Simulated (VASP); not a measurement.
# PbF2 (Fluorocronite) (Fm-3m) in VASP: notebook

The runs below take PbF2 (Fluorocronite) through relaxation of cell and atoms, with PBEsol.

Everything below comes from runs of VASP 6.6.1. Logs are shortened: lines on timing, memory, paths and dates and some standing lists are left out, and cuts for length are marked.

### 1 The cell of the first run

The structure is cubic, space group Fm-3m (No. 225). The conventional cell has a = 5.899 Å, b = 5.899 Å, c = 5.899 Å, α = 90.00°, β = 90.00°, γ = 90.00°. Pb (site symmetry m-3m) has 8 F at 2.55 Å within 3.4 Å. Within 3.4 Å of F (site symmetry -43m) lie 4 Pb at 2.55 Å and 6 F at 2.95 Å.

### 2 Relaxation of cell and atoms, PBEsol, target pressure -2 GPa, at which the enthalpy is minimised

INCAR reads:

```
SYSTEM = PbF2
PREC = Accurate
ENCUT = 600
EDIFF = 1E-6
ISMEAR = 0
SIGMA = 0.01
LREAL = .FALSE.
LASPH = .TRUE.
NELM = 60
ALGO = Normal
ISIF = 3
LWAVE = .FALSE.
LCHARG = .FALSE.
GGA = PS
IBRION = 2
NSW = 100
EDIFFG = -0.002
PSTRESS = -20.0
```

KPOINTS reads:

```
Automatic mesh
0
G
  8 8 8
  0 0 0
```

POSCAR reads:

```
PbF2
1.0
    2.9493365922      2.9493365922      0.0000000000
   -2.9493365922      2.9493365922      0.0000000000
    0.0000000000      2.9493365922      2.9493365922
Pb F
1 2
Direct
    0.0000000000      0.0000000000      0.0000000000
    0.2500000000      0.7500000000      0.5000000000
    0.7500000000      0.2500000000      0.5000000000
```

Potentials or basis: VASP PAW PBE potentials, release 64 (Pb_d, F).

Run with:

```console
cat potpaw_PBE.64/Pb_d/POTCAR potpaw_PBE.64/F/POTCAR > POTCAR
mpirun -np 1 vasp_std > vasp.out
```

OUTCAR:

```text
SYSTEM = PbF2
   PREC = Accurate
   ENCUT = 600
   EDIFF = 1E-6
   ISMEAR = 0
   LREAL = .FALSE.
   LASPH = .TRUE.
   NELM = 60
   ISIF = 3
   GGA = PS
   IBRION = 2
   NSW = 100
   EDIFFG = -0.002
   PSTRESS = -20.0

 ion  position               nearest neighbor table
   1  0.000  0.000  0.000-   3 2.55   2 2.55   2 2.55   3 2.55   2 2.55   3 2.55   3 2.55   2 2.55

   2  0.250  0.750  0.500-   1 2.55   1 2.55   1 2.55   1 2.55
   3  0.750  0.250  0.500-   1 2.55   1 2.55   1 2.55   1 2.55

  LATTYP: Found a face centered cubic cell.
 ALAT       =     5.8986731844

  Lattice vectors:

 A1 = (   0.0000000000,   2.9493365922,   2.9493365922)
 A2 = (   2.9493365922,   0.0000000000,   2.9493365922)
 A3 = (   2.9493365922,   2.9493365922,   0.0000000000)

Analysis of symmetry for initial positions (statically):
=====================================================================
 Subroutine PRICEL returns:
 Original cell was already a primitive cell.

 Routine SETGRP: Setting up the symmetry group for a
 face centered cubic supercell.

 Subroutine GETGRP returns: Found 48 space group operations
 (whereof 48 operations were pure point group operations)
 out of a pool of 48 trial point group operations.

The static configuration has the point symmetry O_h .

Analysis of symmetry for dynamics (positions and initial velocities):
=====================================================================
 Subroutine PRICEL returns:
 Original cell was already a primitive cell.

 Routine SETGRP: Setting up the symmetry group for a
 face centered cubic supercell.

 Subroutine GETGRP returns: Found 48 space group operations
 (whereof 48 operations were pure point group operations)
 out of a pool of 48 trial point group operations.

The dynamic configuration has the point symmetry O_h .

 Subroutine INISYM returns: Found 48 space group operations
 (whereof 48 operations are pure point group operations),
 and found     1 'primitive' translations

----------------------------------------------------------------------------------------

                                     Primitive cell

  volume of cell :      51.3101

  direct lattice vectors                    reciprocal lattice vectors
     2.949336592  2.949336592  0.000000000     0.169529650  0.169529650 -0.169529650
    -2.949336592  2.949336592  0.000000000    -0.169529650  0.169529650 -0.169529650
     0.000000000  2.949336592  2.949336592     0.000000000  0.000000000  0.339059300
[... 88 lines left out ...]
   EDIFFG = -.2E-02   stopping-criterion for IOM
   NSW    =    100    number of steps for IOM
   IBRION =      2    ionic relax: 0-MD 1-quasi-New 2-CG
   NFREE  =      1    steps in history (QN), initial steepest desc. (CG)
   ISIF   =      3    stress and relaxation
   ISYM   =      2    0-nonsym 1-usesym 2-fastsym
   POTIM  = 0.5000    time-step for ionic-motion
   TEBEG  =    0.0;   TEEND  =   0.0 temperature during run
   PSTRESS=  -20.0 pullay stress
   NELECT =      28.0000    total number of electrons
   NUPDOWN=      -1.0000    fix difference up-down
   EMIN   =  10.00;   EMAX   =-10.00  energy-range for DOS
   EFERMI =   0.00;   METHOD = LEGACY
   ISMEAR =     0;   SIGMA  =   0.01  broadening in eV -4-tet -1-fermi 0-gaus
   EFERMI_NEDOS =   21; number of points for ismear=-14 and -15
   IALGO  =     38    algorithm
   IMIX   =      4    mixing-type and parameters
     AMIX     =   0.40;   BMIX     =  1.00
     AMIX_MAG =   1.60;   BMIX_MAG =  1.00
  volume/ion in A,a.u.               =      17.10       115.42
  Fermi-wavevector in a.u.,A,eV,Ry     =   1.337806  2.528087 24.350689  1.789725
  Thomas-Fermi vector in A             =   2.466326
   LORBIT       =      0    0 simple, 1 ext, 2 COOP (PROOUT), +10 PAW based schemes
   GGA     = PS    functional components
   LHFCALC =     F    Hartree Fock is set to
   AEXX    =    0.0000 exact exchange contribution
   IVDW    =     0    specifies the selected vdW correction
   LEPSILON=     F    determine dielectric tensor
   LRPA    =     F    only Hartree local field effects (RPA)
 conjugate gradient relaxation of ions
 non-spin polarized calculation
 Gauss-broadening in eV      SIGMA  =   0.01
  energy-cutoff  :      600.00
  volume of cell :       51.31
 maximum number of plane-waves:      1727
 NGX is ok and might be reduce to    36
   NGX = 17   NGY = 17   NGZ = 17

--------------------------------------- Ionic step        1  -------------------------------------------

 number of electron      28.0000010 magnetization

 Free energy of the ion-electron system (eV)
  ---------------------------------------------------
  ext. energy  EPLUGINS =         0.00000000
  ---------------------------------------------------
  free energy    TOTEN  =       -14.94001660 eV

  energy without entropy =      -14.94001660  energy(sigma->0) =      -14.94001660

------------------------ aborting loop because EDIFF is reached ----------------------------------------

  FORCE on cell =-STRESS in cart. coord.  units (eV):
  Direction    XX          YY          ZZ          XY          YZ          ZX
  --------------------------------------------------------------------------------------
  -------------------------------------------------------------------------------------
  Total       -0.0722160     -0.0722160     -0.0722160      0.0000000      0.0000000     -0.0000000
  in kB       -2.2549725     -2.2549725     -2.2549725      0.0000000      0.0000000     -0.0000000
  external PRESSURE =      17.7450275 kB  Pullay stress =     -20.0000000 kB
[... 65 lines left out ...]
--------------------------------------- Ionic step        3  -------------------------------------------

 number of electron      28.0000005 magnetization

 Free energy of the ion-electron system (eV)
  ---------------------------------------------------
  ext. energy  EPLUGINS =         0.00000000
  ---------------------------------------------------
  free energy    TOTEN  =       -14.93089611 eV

  energy without entropy =      -14.93089611  energy(sigma->0) =      -14.93089611

 E-fermi :   1.7225     XC(G=0):  -9.6058

 val. band max:        1.6099065770   @ k =   0.5000   0.5000   0.2500
 cond. band min:       5.9170888758   @ k =   0.5000   0.5000   0.0000
 fundamental gap:      4.3071822988
 Fermi energy:         1.7224949541

 k-point     1 :       0.0000    0.0000    0.0000
  band No.  band energies     occupation
      1     -19.2822      2.00000
      2     -18.6612      2.00000
      3     -12.7413      2.00000
      4     -12.7413      2.00000
      5     -12.7413      2.00000
      6     -12.6822      2.00000
[... 481 lines left out ...]
      5     -12.6602      2.00000
      6     -12.6311      2.00000
[... 10 lines left out ...]
     17       9.2311      0.00000
     18      12.4248      0.00000

 [... further k-points ...]
[... 5 lines left out ...]
  --------------------------------------------------------------------------------------
  -------------------------------------------------------------------------------------
  Total       -0.6527678     -0.6527678     -0.6527678      0.0000000      0.0000000     -0.0000000
  in kB      -19.8835229    -19.8835229    -19.8835229      0.0000000      0.0000000     -0.0000000
  external PRESSURE =       0.1164771 kB  Pullay stress =     -20.0000000 kB
[... 22 lines left out ...]
  energy  without entropy=      -14.9308961108  energy(sigma->0) =      -14.93089611

  enthalpy is  TOTEN    =       -15.5874877867 eV   P V=       -0.6565916758

 reached required accuracy - stopping structural energy minimisation
```

OSZICAR:

```text
N       E                     dE             d eps       ncg     rms          rms(c)
DAV:   1     0.320522339622E+03    0.32052E+03   -0.16216E+04  1044   0.197E+03
DAV:   2     0.136352170882E+02   -0.30689E+03   -0.29537E+03  1216   0.481E+02
[... 24 lines left out ...]
DAV:   1    -0.149329687977E+02   -0.37712E-02   -0.53851E-02  1316   0.340E+00    0.328E-01
DAV:   2    -0.149310829822E+02    0.18858E-02   -0.90818E-03  1098   0.984E-01    0.685E-02
DAV:   3    -0.149309175824E+02    0.16540E-03   -0.50040E-04  1328   0.363E-01    0.302E-02
DAV:   4    -0.149308942863E+02    0.23296E-04   -0.14597E-04  1214   0.185E-01    0.104E-02
DAV:   5    -0.149308971548E+02   -0.28685E-05   -0.21226E-05  1118   0.592E-02    0.666E-03
DAV:   6    -0.149308960816E+02    0.10732E-05   -0.54571E-06   926   0.320E-02    0.142E-03
DAV:   7    -0.149308961108E+02   -0.29212E-07   -0.47772E-07   576   0.675E-03
   3 F= -.15587488E+02 E0= -.15587488E+02  d E =-.696634E-02
```

It took 38 s on 1 thread of Intel Xeon 6975P-C (Granite Rapids), shared host; peak memory 0.21 GiB.

What came out:

```
Free energy                                            : -14.9309 eV
Relaxed volume                                         : 17.53 Å³/atom
Relaxed cell                                           : a = 4.206 Å, b = 4.206 Å, c = 4.206 Å, α = 60.00°, β = 60.00°, γ = 90.00°
Space group after relaxing (to 0.05 Å)                 : Fm-3m (No. 225)
Energy change on relaxing (the enthalpy is what falls) : +3.0 meV/atom
Ionic steps                                            : 3
Pressure after relaxing                                : -2.0 GPa
Band gap on the k mesh                                 : 4.31 eV, indirect (least direct gap 4.46 eV)
```

The path:
| step | energy change (eV) | largest force (eV/Å) | pressure (GPa) | volume (Å³) |
| --- | --- | --- | --- | --- |
| 1 | 0.0000 | 0.0000 | -0.23 | 51.31 |
| 2 | 0.0108 | 0.0000 | -2.17 | 52.73 |
| 3 | 0.0091 | 0.0000 | -1.99 | 52.60 |

Final structure:
```
Pb F
1.0
     2.97382    2.97382    0.00000
    -2.97382    2.97382    0.00000
     0.00000    2.97382    2.97382
Pb F
1 2
Direct
  0.00000 0.00000 0.00000
  0.25000 0.75000 0.50000
  0.75000 0.25000 0.50000
```

Caveat: the cell is relaxed towards a set pressure, so the enthalpy falls and the energy may rise; the PAW data sets were made with another functional, which shifts forces and pressure a little; spin-orbit coupling is left out, which moves the levels of the heavy elements.

[end of part 1 of 2]
